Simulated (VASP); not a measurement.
# Cl in VASP: notebook, part 2 of 2

VASP 6.6.1. Earlier steps stand in the parts before.

### Step 5. Single point, PBE+D3(BJ)

Input file INCAR:

```
PREC = Accurate
ENCUT = 520
EDIFF = 1E-6
ISMEAR = -1
SIGMA = 0.05
LREAL = Auto
LASPH = T
NELM = 100
ALGO = Normal
ISIF = 2
LWAVE = F
LCHARG = F
GGA = PE
IVDW = 12
NBANDS = 70
```

Input file KPOINTS:

```
Automatic mesh
0
Gamma
  1 1 1
```

Input file POSCAR:

```
Cl
1.0
    8.4343270000      0.0000000000      0.0000000000
    0.0000000000      8.4343270000      0.0000000000
    0.0000000000      0.0000000000      8.4343270000
Cl
16
Direct
    0.3590090828      0.3308266326      0.3974353852
    0.3822474514      0.2544127113      0.1789591511
    0.9291434871      0.1280718663      0.3959296337
    0.8602820355      0.3430742014      0.4691779202
    0.7952383160      0.7232467985      0.2687825597
    0.6498918052      0.7565511747      0.0905229309
    0.2875273866      0.3748016884      0.7783549298
    0.4178400956      0.5848717983      0.7828958967
    0.7465207360      0.1672332600      0.8672654024
    0.5755764509      0.0962613852      0.7096357540
    0.1972297256      0.9390909316      1.0365260915
    0.1740269259      0.9848918592      0.8016288674
    0.2634709325      0.6777422787      0.4116273889
    0.2934436855      0.9149396271      0.4466272176
    0.9482440033      0.6345378831      0.7973131703
    0.7486667282      0.6966175250      0.6784892262
```

Potentials or basis: VASP PAW PBE potentials, release 64 (Cl).

Run with:

```
$ cat potpaw_PBE.64/Cl/POTCAR > POTCAR
$ mpirun -np 1 vasp_gam > vasp.out
```

OUTCAR:

```text
PREC = Accurate
   ENCUT = 520
   EDIFF = 1E-6
   ISMEAR = -1
   LREAL = Auto
   LASPH = T
   NELM = 100
   ISIF = 2
   GGA = PE
   IVDW = 12
 IVDW          = 12

 ion  position               nearest neighbor table
   1  0.359  0.331  0.397-   2 1.96
   2  0.382  0.254  0.179-   1 1.96
   3  0.929  0.128  0.396-   4 2.00
   4  0.860  0.343  0.469-   3 2.00
   5  0.795  0.723  0.269-   6 1.96
   6  0.650  0.757  0.091-   5 1.96
[... 8 lines left out ...]
  15  0.948  0.635  0.797-  16 2.03
  16  0.749  0.697  0.678-  15 2.03

  LATTYP: Found a simple cubic cell.
 ALAT       =     8.4343270000

  Lattice vectors:

 A1 = (   8.4343270000,   0.0000000000,   0.0000000000)
 A2 = (   0.0000000000,   8.4343270000,   0.0000000000)
 A3 = (   0.0000000000,   0.0000000000,   8.4343270000)

Analysis of symmetry for initial positions (statically):
=====================================================================
 Subroutine PRICEL returns:
 Original cell was already a primitive cell.

 Routine SETGRP: Setting up the symmetry group for a
 simple cubic supercell.

 Subroutine GETGRP returns: Found  1 space group operations
 (whereof  1 operations were pure point group operations)
 out of a pool of 48 trial point group operations.

The static configuration has the point symmetry C_1 .

Analysis of symmetry for dynamics (positions and initial velocities):
=====================================================================
 Subroutine PRICEL returns:
 Original cell was already a primitive cell.

 Routine SETGRP: Setting up the symmetry group for a
 simple cubic supercell.

[... 124 lines left out ...]
   EFERMI_NEDOS =   21; number of points for ismear=-14 and -15
   IALGO  =     38    algorithm
   IMIX   =      4    mixing-type and parameters
     AMIX     =   0.40;   BMIX     =  1.00
     AMIX_MAG =   1.60;   BMIX_MAG =  1.00
  volume/ion in A,a.u.               =      37.50       253.06
  Fermi-wavevector in a.u.,A,eV,Ry     =   0.935615  1.768056 11.910200  0.875375
  Thomas-Fermi vector in A             =   2.062540
   LORBIT       =      0    0 simple, 1 ext, 2 COOP (PROOUT), +10 PAW based schemes
   GGA     = PE    functional components
   LHFCALC =     F    Hartree Fock is set to
   AEXX    =    0.0000 exact exchange contribution
   IVDW    =    12    specifies the selected vdW correction
   LEPSILON=     F    determine dielectric tensor
   LRPA    =     F    only Hartree local field effects (RPA)
 non-spin polarized calculation
  energy-cutoff  :      520.00
  volume of cell :      600.00
 maximum number of plane-waves:      8068
 NGX is ok and might be reduce to    64
   NGX = 31   NGY = 31   NGZ = 31

 number of electron     111.9999996 magnetization

 Free energy of the ion-electron system (eV)
  ---------------------------------------------------
  ext. energy  EPLUGINS =         0.00000000
  ---------------------------------------------------
  free energy    TOTEN  =       -29.07095790 eV

  energy without entropy =      -29.07095788  energy(sigma->0) =      -29.07095789

 E-fermi :  -1.0097     XC(G=0):  -6.5666

 val. band max:       -2.0042243633   @ k =   0.0000   0.0000   0.0000
 cond. band min:      -0.0454064581   @ k =   0.0000   0.0000   0.0000
 fundamental gap:      1.9588179053
 Fermi energy:        -1.0097358849

 k-point     1 :       0.0000    0.0000    0.0000
  band No.  band energies     occupation
      1     -18.9956      2.00000
      2     -18.7346      2.00000
      3     -18.4820      2.00000
      4     -18.4401      2.00000
      5     -18.3532      2.00000
      6     -18.3346      2.00000
[... 60 lines left out ...]
     67       5.7814      0.00000
     68       5.9960      0.00000
 [bands above 68 left out]

------------------------ aborting loop because EDIFF is reached ----------------------------------------

 Edisp (eV)   -1.75525

 E8    (eV) :    -0.5726

  FORCE on cell =-STRESS in cart. coord.  units (eV):
  Direction    XX          YY          ZZ          XY          YZ          ZX
  --------------------------------------------------------------------------------------
  -------------------------------------------------------------------------------------
  Total      -2.53930    -3.72031    -0.90561    -1.01632     0.21236    -0.77695
  in kB      -6.78067    -9.93432    -2.41824    -2.71388     0.56706    -2.07468
  external pressure =       -6.38 kB  Pullay stress =        0.00 kB

 VOLUME and BASIS-vectors are now :
 -----------------------------------------------------------------------------
  energy-cutoff  :      520.00
  volume of cell :      600.00
      direct lattice vectors                 reciprocal lattice vectors
     8.434327000  0.000000000  0.000000000     0.118563105  0.000000000  0.000000000
     0.000000000  8.434327000  0.000000000     0.000000000  0.118563105  0.000000000
     0.000000000  0.000000000  8.434327000     0.000000000  0.000000000  0.118563105

 POSITION                                       TOTAL-FORCE (eV/Angst)
 -----------------------------------------------------------------------------------
      3.02800      2.79030      3.35210        -0.336557      0.051664      0.949956
      3.22400      2.14580      1.50940         0.141982      0.031190     -0.868163
      7.83670      1.08020      3.33940        -0.030314      0.025705      0.000535
      7.25590      2.89360      3.95720        -0.003918      0.003531     -0.063542
      6.70730      6.10010      2.26700         0.460752     -0.081716      0.640104
      5.48140      6.38100      0.76350        -0.445832      0.100025     -0.564470
[... 8 lines left out ...]
      7.99780      5.35190      6.72480        -0.498252      0.058781     -0.253118
      6.31450      5.87550      5.72260         0.710437     -0.042465      0.203575
 -----------------------------------------------------------------------------------
    total drift:                               -0.005108      0.000832     -0.000511

  FREE ENERGIE OF THE ION-ELECTRON SYSTEM (eV)
  ---------------------------------------------------
  free  energy   TOTEN  =       -30.8262073752 eV

  energy  without entropy=      -30.8262073577  energy(sigma->0) =      -30.82620737
```

OSZICAR:

```text
N       E                     dE             d eps       ncg     rms          rms(c)
DAV:   1     0.118077520774E+04    0.11808E+04   -0.52542E+04   140   0.140E+03
DAV:   2     0.116096954388E+03   -0.10647E+04   -0.10338E+04   200   0.274E+02
DAV:   3    -0.278649260931E+02   -0.14396E+03   -0.14227E+03   162   0.115E+02
DAV:   4    -0.311067774532E+02   -0.32419E+01   -0.32293E+01   152   0.208E+01
DAV:   5    -0.311898252285E+02   -0.83048E-01   -0.83012E-01   168   0.344E+00    0.308E+01
DAV:   6    -0.296364501806E+02    0.15534E+01   -0.10726E+00   152   0.368E+00    0.201E+01
DAV:   7    -0.291145067591E+02    0.52194E+00   -0.23595E+00   160   0.530E+00    0.168E+00
DAV:   8    -0.290700948203E+02    0.44412E-01   -0.28944E-01   152   0.204E+00    0.102E+00
DAV:   9    -0.290706920589E+02   -0.59724E-03   -0.11832E-02   152   0.383E-01    0.344E-01
DAV:  10    -0.290709242881E+02   -0.23223E-03   -0.10945E-03   160   0.127E-01    0.103E-01
DAV:  11    -0.290709953429E+02   -0.71055E-04   -0.19385E-04   168   0.736E-02    0.487E-02
DAV:  12    -0.290709657639E+02    0.29579E-04   -0.18407E-04   184   0.824E-02    0.221E-02
DAV:  13    -0.290709650852E+02    0.67867E-06   -0.13500E-04   160   0.464E-02    0.244E-02
DAV:  14    -0.290709619276E+02    0.31576E-05   -0.10482E-05   152   0.123E-02    0.156E-02
DAV:  15    -0.290709587109E+02    0.32167E-05   -0.65882E-06   152   0.959E-03    0.583E-03
DAV:  16    -0.290709578967E+02    0.81426E-06   -0.16341E-06    96   0.811E-03
   1 F= -.30826207E+02 E0= -.30826207E+02  d E =-.174297E-07
```

stdout:

```text
POSCAR found type information on POSCAR Cl
 POSCAR found :  1 types and      16 ions
 scaLAPACK will be used
 LDA part: xc-table for (Slater+PW92), standard interpolation
 POSCAR, INCAR and KPOINTS ok, starting setup
 FFT: planning ... GRIDC
 FFT: planning ... GRID_SOFT
 FFT: planning ... GRID
 WAVECAR not read
 entering main loop
```

Run time: 60 s. Hardware: 1 thread of Intel Xeon Platinum 8375C at 2.90GHz (Ice Lake), shared host; peak memory 0.49 GiB.

Results:

| Quantity | Value |
| --- | --- |
| Free energy | -30.8262 eV |
| Pressure | -0.6 GPa |
| Largest force | 1.219 eV/Å |
| Band gap on the k mesh | 1.96 eV |
| Dispersion energy per atom | -0.110 eV |

Forces in eV/Å, atoms in the order of the input:
```
Cl  -0.337  0.052  0.950
Cl   0.142  0.031 -0.868
Cl  -0.030  0.026  0.001
Cl  -0.004  0.004 -0.064
Cl   0.461 -0.082  0.640
Cl  -0.446  0.100 -0.564
Cl   0.488  0.853  0.028
Cl  -0.681 -1.003  0.125
Cl  -0.623 -0.275 -0.580
Cl   0.707  0.139  0.606
Cl  -0.043  0.011 -0.277
Cl   0.145 -0.015  0.282
Cl   0.197  0.125 -0.009
Cl  -0.189  0.018 -0.220
Cl  -0.498  0.059 -0.253
Cl   0.710 -0.042  0.204
```

Stress tensor (GPa, compression positive):
```
-0.68 -0.27 -0.21
-0.27 -0.99  0.06
-0.21  0.06 -0.24
```

Levels at points of the mesh, in eV from the valence-band top:
```csv
k point,band 52,band 53,band 54,band 55,band 56,band 57,band 58,band 59,band 60,band 61
"(0.00, 0.00, 0.00)",-0.19,-0.16,-0.13,-0.02,0.00,1.96,2.32,2.53,2.56,2.69
```

Caveat: the k points lie up to 0.74 Å⁻¹ apart.
